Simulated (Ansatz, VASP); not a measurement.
# Nb in VASP and in Ansatz

POSCAR

```
Nb
1.0
    2.7196400000      0.0000000000      0.0000000000
    0.0000000000      2.7196400000      0.0000000000
    0.0000000000      0.0000000000      2.7196400000
Nb
1
Direct
    0.5000000000      0.5000000000      0.5000000000
```

INCAR.step1

```
  ALGO = Normal
  EDIFF = 1E-5
  ENCUT = 600
  GGA = PE
  ISMEAR = -1
  LASPH = True
  LCHARG = False
  LREAL = False
  LWAVE = True
  NBANDS = 12
  NELM = 100
  PREC = Accurate
  SIGMA = 0.05
```

The input INCAR.step2:

```
  AEXX = 0.25
  ALGO = Normal
  EDIFF = 1E-6
  EDIFFG = -0.01
  ENCUT = 600
  GGA = PS
  IBRION = 2
  ISIF = 3
  ISMEAR = -1
  ISTART = 1
  LASPH = True
  LCHARG = False
  LHFCALC = True
  LREAL = False
  LWAVE = False
  NELM = 100
  NSW = 60
  PREC = Accurate
  PRECFOCK = Normal
  SIGMA = 0.05
```

File KPOINTS:

```
k-points
0
Gamma
  5 5 5
```

Contents of input.yaml:

```yaml
crystal:
  lattice:
    - [2.71964, 0.0, 0.0]
    - [0.0, 2.71964, 0.0]
    - [0.0, 0.0, 2.71964]
  atoms:
    - { symbol: Nb, position: [0.5, 0.5, 0.5] }
hamiltonian:
  xc: { exchange: pbesol, correlation: pbesol, exx: { coeff: 0.25 } }
  pseudopotentials: { kind: paw }
kpoints:
  mp_grid: { grid: [5, 5, 5] }
scf:
  occupations: { method: fermi_dirac, width: 0.05 }
output:
  forces: true
  stress: true
  eigenvalues: true
relax:
  f_tol: 0.01
  max_steps: 40
  cell: { stress_tol: 0.05 }
```

Alike in both runs: task relaxation of cell and atoms; functional PBEsol-based global hybrid; k mesh 5 × 5 × 5; occupations fermi-dirac, width 0.05 eV; no spin polarisation.

```csv
,VASP,Ansatz
version,VASP 6.6.1,Ansatz 0.2.0
potentials or method,"VASP PAW PBE potentials, release 64 (Nb_sv)",Ansatz PAW
plane-wave cutoff (eV),600,420
valence electrons in the cell,13,13
```

VASP gave:

* gap on the k mesh at the Fermi level, each at its own relaxed structure (eV): none
* relaxed volume (Å³/atom): 19.78
* relaxed cell length with the largest relative difference (Å): 2.704

Problem. Estimate Ansatz's values.

Solution. gap on the k mesh at the Fermi level, each at its own relaxed structure (eV): none; relaxed volume (Å³/atom): 19.86; relaxed cell length with the largest relative difference (Å): 2.708.

VASP's potentials were made for PBE, not for PBEsol-based global hybrid. A gap of «none» marks a metal or a gap that the smearing closes.

The k mesh is coarse, so the values compare programs but aren't converged. Noted on Ansatz's run: the plane-wave basis is chosen anew once the cell has moved, so the energies of steps on either side of that aren't comparable.
